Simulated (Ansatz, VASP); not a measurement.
# One calculation of C, two programs

```
C
1.0
     2.53930    0.00000    0.00000
    -1.26965    2.19910    0.00000
     0.00000    0.00000   24.85540
C
4
Direct
  0.00000 0.00000 0.57052
  0.00000 0.00000 0.42948
  0.33333 0.66667 0.42946
  0.66667 0.33333 0.57054
```

Alike in both runs: task single point; functional PBE; dispersion D3(BJ); k mesh 18 × 18 × 2; occupations gaussian, width 0.15 eV; no spin polarisation.

|  | VASP | Ansatz |
| --- | --- | --- |
| version | VASP 6.6.1 | Ansatz 0.2.0 |
| potentials or method | VASP PAW PBE potentials, release 64 (C), cutoff 520 eV | scalar-relativistic, plane waves, PAW |
| valence electrons in the cell | 16 | 16 |

|  | VASP | Ansatz | Ansatz less VASP |
| --- | --- | --- | --- |
| gap on the k mesh at the Fermi level (eV) | none | none | - |
| rms of the force components (eV/Å) | 0.005 | 0.005 | +0.0001 |

Atom by atom the forces differ by 0.000 eV/Å (rms over components). A gap of «none» marks a metal or a gap that the smearing closes.
